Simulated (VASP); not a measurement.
# Li2Se (Fm-3m) in VASP: further runs, part 2 of 2

VASP 6.6.1.

### 5 Single point, r2SCAN

This run uses another cell than the first one, of 15.39 Å³/atom.

File POSCAR:

```
Li2Se
1.0
    2.8474778787      2.8474778787      0.0000000000
   -2.8474778787      2.8474778787      0.0000000000
    0.0000000000      2.8474778787      2.8474778787
Li Se
2 1
Direct
    0.2500000000      0.7500000000      0.5000000000
    0.7500000000      0.2500000000      0.5000000000
    0.0000000000      0.0000000000      0.0000000000
```

File INCAR.step1:

```
ALGO = Normal ; EDIFF = 1E-5
ENCUT = 830 ; GGA = PE
GGA_COMPAT = False ; ISMEAR = 0
LASPH = True ; LCHARG = False
LREAL = False ; LWAVE = True
NBANDS = 13 ; NELM = 120
PREC = Accurate ; SIGMA = 0.01
```

File INCAR.step2:

```
ALGO = Normal ; EDIFF = 1E-6
ENCUT = 830 ; GGA_COMPAT = False
ISIF = 2 ; ISMEAR = 0
ISTART = 1 ; LASPH = True
LCHARG = False ; LMIXTAU = True
LREAL = False ; LWAVE = False
METAGGA = R2SCAN ; NBANDS = 13
NELM = 120 ; PREC = Accurate
SIGMA = 0.01
```

File KPOINTS:

```
k-points
0
Gamma
  8 8 8
```

Potentials or basis: VASP PAW PBE potentials, release 64 (Li_sv, Se).

On the command line:

```sh
> cat potpaw_PBE.64/Li_sv/POTCAR potpaw_PBE.64/Se/POTCAR > POTCAR
> cp INCAR.step1 INCAR
> mpirun -np 1 vasp_std > vasp.out
> cp INCAR.step2 INCAR
> mpirun -np 1 vasp_std > vasp.out
```

OUTCAR:

```text
EDIFF = 1E-6
   ENCUT = 830
   ISIF = 2
   ISMEAR = 0
   ISTART = 1
   LASPH = True
   LREAL = False
   METAGGA = R2SCAN
   NELM = 120
   PREC = Accurate

 ion  position               nearest neighbor table
   1  0.250  0.750  0.500-   3 2.47   3 2.47   3 2.47   3 2.47
   2  0.750  0.250  0.500-   3 2.47   3 2.47   3 2.47   3 2.47
   3  0.000  0.000  0.000-   2 2.47   1 2.47   1 2.47   2 2.47   1 2.47   2 2.47   2 2.47   1 2.47

  LATTYP: Found a face centered cubic cell.
 ALAT       =     5.6949557574

  Lattice vectors:

 A1 = (   0.0000000000,   2.8474778787,   2.8474778787)
 A2 = (   2.8474778787,   0.0000000000,   2.8474778787)
 A3 = (   2.8474778787,   2.8474778787,   0.0000000000)

Analysis of symmetry for initial positions (statically):
=====================================================================
 Subroutine PRICEL returns:
 Original cell was already a primitive cell.

 Routine SETGRP: Setting up the symmetry group for a
 face centered cubic supercell.

 Subroutine GETGRP returns: Found 48 space group operations
 (whereof 48 operations were pure point group operations)
 out of a pool of 48 trial point group operations.

The static configuration has the point symmetry O_h .

Analysis of symmetry for dynamics (positions and initial velocities):
=====================================================================
 Subroutine PRICEL returns:
 Original cell was already a primitive cell.

 Routine SETGRP: Setting up the symmetry group for a
 face centered cubic supercell.

 Subroutine GETGRP returns: Found 48 space group operations
 (whereof 48 operations were pure point group operations)
 out of a pool of 48 trial point group operations.

The dynamic configuration has the point symmetry O_h .

 Subroutine INISYM returns: Found 48 space group operations
 (whereof 48 operations are pure point group operations),
 and found     1 'primitive' translations
[... 125 lines left out ...]
   IVDW    =     0    specifies the selected vdW correction
   LEPSILON=     F    determine dielectric tensor
   LRPA    =     F    only Hartree local field effects (RPA)
 non-spin polarized calculation
 Gauss-broadening in eV      SIGMA  =   0.01
  energy-cutoff  :      830.00
  volume of cell :       46.18
 maximum number of plane-waves:      2541
 NGX is ok and might be reduce to    40
   NGX = 19   NGY = 19   NGZ = 19

 number of electron      12.0000003 magnetization

 Free energy of the ion-electron system (eV)
  ---------------------------------------------------
  ext. energy  EPLUGINS =         0.00000000
  ---------------------------------------------------
  free energy    TOTEN  =       -23.29844234 eV

  energy without entropy =      -23.29844234  energy(sigma->0) =      -23.29844234

 E-fermi :   1.8952     XC(G=0):  -9.2610

 val. band max:        1.6857587331   @ k =   0.0000   0.0000   0.0000
 cond. band min:       4.9996234176   @ k =   0.5000   0.5000   0.0000
 fundamental gap:      3.3138646844
 Fermi energy:         1.8952216518

 k-point     1 :       0.0000    0.0000    0.0000
  band No.  band energies     occupation
      1     -44.2353      2.00000
      2     -44.1913      2.00000
      3     -10.5703      2.00000
      4       1.6858      2.00000
      5       1.6858      2.00000
      6       1.6858      2.00000
      7       6.5866      0.00000
      8       8.0449      0.00000
      9       8.0449      0.00000
     10       8.0449      0.00000
     11      13.3533      0.00000
     12      13.3533      0.00000
     13      14.2465      0.00000
[... 354 lines left out ...]
  band No.  band energies     occupation
      1     -44.2120      2.00000
      2     -44.2120      2.00000
      3      -9.9754      2.00000
      4      -1.4608      2.00000
      5       0.1189      2.00000
      6       0.5220      2.00000
      7       7.7923      0.00000
      8       8.6946      0.00000
      9      10.6765      0.00000
     10      11.5012      0.00000
     11      12.6712      0.00000
     12      14.3060      0.00000
     13      16.2319      0.00000

 [... further k-points ...]

------------------------ aborting loop because EDIFF is reached ----------------------------------------

  FORCE on cell =-STRESS in cart. coord.  units (eV):
  Direction    XX          YY          ZZ          XY          YZ          ZX
  --------------------------------------------------------------------------------------
  -------------------------------------------------------------------------------------
  Total        1.9497330      1.9497330      1.9497330      0.0000000      0.0000000     -0.0000000
  in kB       67.6510680     67.6510680     67.6510680      0.0000000      0.0000000     -0.0000000
  external PRESSURE =      67.6510680 kB  Pullay stress =       0.0000000 kB

 VOLUME and BASIS-vectors are now :
 -----------------------------------------------------------------------------
  energy-cutoff  :      830.00
  volume of cell :       46.18
      direct lattice vectors                 reciprocal lattice vectors
     2.847477879  2.847477879  0.000000000     0.175593989  0.175593989 -0.175593989
    -2.847477879  2.847477879  0.000000000    -0.175593989  0.175593989 -0.175593989
     0.000000000  2.847477879  2.847477879     0.000000000  0.000000000  0.351187978

 POSITION                                       TOTAL-FORCE (eV/Angst)
 -----------------------------------------------------------------------------------
     -1.42374      4.27122      1.42374        -0.000000      0.000000      0.000000
      1.42374      4.27122      1.42374         0.000000     -0.000000     -0.000000
      0.00000      0.00000      0.00000        -0.000000     -0.000000      0.000000
 -----------------------------------------------------------------------------------
    total drift:                                0.000000      0.000000     -0.000000

  FREE ENERGIE OF THE ION-ELECTRON SYSTEM (eV)
  ---------------------------------------------------
  free  energy   TOTEN  =       -23.2984423407 eV

  energy  without entropy=      -23.2984423407  energy(sigma->0) =      -23.29844234
```

OUTCAR.step1:

```text
EDIFF = 1E-5
   ENCUT = 830
   GGA = PE
   ISMEAR = 0
[... 610 lines left out ...]
     -1.42374      4.27122      1.42374        -0.000000     -0.000000      0.000000
      1.42374      4.27122      1.42374        -0.000000      0.000000      0.000000
      0.00000      0.00000      0.00000         0.000000     -0.000000      0.000000
 -----------------------------------------------------------------------------------
    total drift:                                0.000000      0.000000     -0.000000

  FREE ENERGIE OF THE ION-ELECTRON SYSTEM (eV)
  ---------------------------------------------------
  free  energy   TOTEN  =       -10.9693641386 eV

  energy  without entropy=      -10.9693641386  energy(sigma->0) =      -10.96936414
```

It took 1.7 min on 1 thread of Intel Xeon 6975P-C (Granite Rapids), shared host; peak memory 0.27 GiB.

What came out:

| Item | Value |
| --- | --- |
| Free energy | -23.2984 eV |
| Pressure | 6.8 GPa |
| Band gap on the k mesh | 3.31 eV (least direct gap 4.90 eV) |

Levels at points of the mesh, in eV from the valence-band top:
| k point | band 4 | band 5 | band 6 | band 7 | band 8 | band 9 |
| --- | --- | --- | --- | --- | --- | --- |
| (0.00, 0.00, 0.00) | 0.00 | 0.00 | 0.00 | 4.90 | 6.36 | 6.36 |
| (0.50, 0.00, 0.00) | -3.49 | -0.66 | -0.66 | 6.64 | 6.65 | 6.65 |
| (0.50, 0.50, 0.00) | -2.66 | -1.80 | -1.80 | 3.31 | 7.36 | 12.48 |

Caveat: the cell stands under pressure; the PAW data sets were made with another functional, which shifts forces and pressure a little. A k mesh can miss the band edges.

### 6 Summary

| cell | gap on the mesh (eV) | pressure (GPa) |
| --- | --- | --- |
| a = 3.884 Å, angles 60.0, 60.0, 90.0°, 3 atoms | 3.16 | 14.9 |
| a = 3.968 Å, angles 60.0, 60.0, 90.0°, 3 atoms | 3.26 | 9.5 |
| a = 4.027 Å, angles 60.0, 60.0, 90.0°, 3 atoms | 3.31 | 6.8 |

Alike in all rows: task single point; level r2SCAN; potentials or basis VASP PAW PBE potentials, release 64 (Li_sv, Se); no spin polarisation; k mesh 8 × 8 × 8; cutoff (eV) 830; smearing gaussian 0.01 eV.

Caveats: the cell stands under pressure; the PAW data sets were made with another functional, which shifts forces and pressure a little.

Absolute energies hang on the potentials; compare differences alone.
